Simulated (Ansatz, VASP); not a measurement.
**Bi: VASP beside Ansatz**

INCAR

```
SYSTEM = Bi
ALGO     = Normal         ! electronic algorithm
EDIFF    = 1E-7           ! SCF threshold, eV
EDIFFG   = -0.005         ! ionic threshold
ENCUT    = 600            ! plane-wave cutoff, eV
GGA      = PE             ! functional
IBRION   = 2              ! ionic algorithm
ISIF     = 3              ! what is computed and relaxed
ISMEAR   = -1             ! smearing method
LASPH    = .TRUE.         ! aspherical terms in the spheres
LCHARG   = .FALSE.        ! write CHGCAR
LREAL    = .FALSE.        ! projectors in reciprocal space
LWAVE    = .FALSE.        ! write WAVECAR
NELM     = 80             ! most SCF steps
NSW      = 60             ! ionic steps
PREC     = Accurate       ! precision mode
SIGMA    = 0.05           ! smearing width, eV
```

Contents of KPOINTS:

```
k-points
0
G
  14 14 14
  0 0 0
```

File POSCAR:

```
Bi
1.0
    0.0000000000      2.5198420998      2.5198420998
    2.5198420998      0.0000000000      2.5198420998
    2.5198420998      2.5198420998      0.0000000000
Bi
1
Direct
    0.0000000000      0.0000000000      0.0000000000
```

Input for Ansatz:

```yaml
crystal:
  lattice:
    - [0.0, 2.5198420998, 2.5198420998]
    - [2.5198420998, 0.0, 2.5198420998]
    - [2.5198420998, 2.5198420998, 0.0]
  atoms:
    - { symbol: Bi, position: [0.0, 0.0, 0.0] }
kpoints:
  mp_grid: { grid: [14, 14, 14] }
scf:
  occupations: { method: fermi_dirac, width: 0.05 }
hamiltonian:
  xc: pbe
  pseudopotentials: { kind: paw }
output:
  forces: true
  stress: true
  write_density: true
  write_potential: true
  elf: true
  volumetric_format: npy
relax:
  f_tol: 0.005
  max_steps: 40
  cell: {}
```

Alike in both runs: task relaxation of cell and atoms; functional PBE; k mesh 14 × 14 × 14; occupations fermi-dirac, width 0.05 eV; no spin polarisation.

|  | VASP | Ansatz |
| --- | --- | --- |
| version | VASP 6.6.1 | Ansatz 0.2.0 |
| potentials or method | VASP PAW PBE potentials, release 64 (Bi_d) | PAW with Ansatz's default frozen-core files, scalar-relativistic |
| plane-wave cutoff (eV) | 600 | 420 |
| valence electrons in the cell | 15 | 15 |

|  | VASP | Ansatz | Ansatz less VASP |
| --- | --- | --- | --- |
| relaxed volume (Å³/atom) | 31.87 | 31.86 | -0.010 |
| relaxed length of the cell vector where the two differ most in proportion (Å) | 3.559 | 3.558 | -0.0004 |

Neither program's run includes spin-orbit coupling.
